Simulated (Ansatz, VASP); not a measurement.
**Two plane-wave programs on BN**

```
CELL_PARAMETERS angstrom
0.00000 1.73262 1.66043
1.73262 0.00000 1.66043
1.73262 1.73262 0.00000
ATOMIC_POSITIONS crystal
B 0.00000 0.00000 0.00000
N 0.75000 0.75000 0.75000
```

Change from the starting cell: strain -0.040 along x and y, -0.080 along z, atoms carried along.

Alike in both runs: task single point; functional r2SCAN; k mesh 12 × 12 × 12; occupations gaussian, width 0.05 eV; no spin polarisation.

|  | VASP | Ansatz |
| --- | --- | --- |
| version | VASP 6.6.1 | Ansatz 0.2.0 |
| potentials or method | VASP PAW PBE potentials, release 64 (B, N), cutoff 520 eV | scalar-relativistic, plane waves, PAW |
| valence electrons in the cell | 8 | 8 |

Ansatz gave:

- gap on the k mesh at the Fermi level (eV): 4.32
- least direct gap on the mesh (eV): 9.93
- pressure (GPa): 87.0
- traceless stress, the component that is largest in VASP (GPa): 19.93

Problem. Which values does VASP return?

Solution. gap on the k mesh at the Fermi level (eV): 4.28; least direct gap on the mesh (eV): 9.87; pressure (GPa): 88.8; traceless stress, the component that is largest in VASP (GPa): 19.87.

VASP's potentials were made for PBE, not for r2SCAN. Both programs put the cell under a high pressure, so it lies far from rest at this level.

Noted on VASP's run: the cell as given lies far from equilibrium.
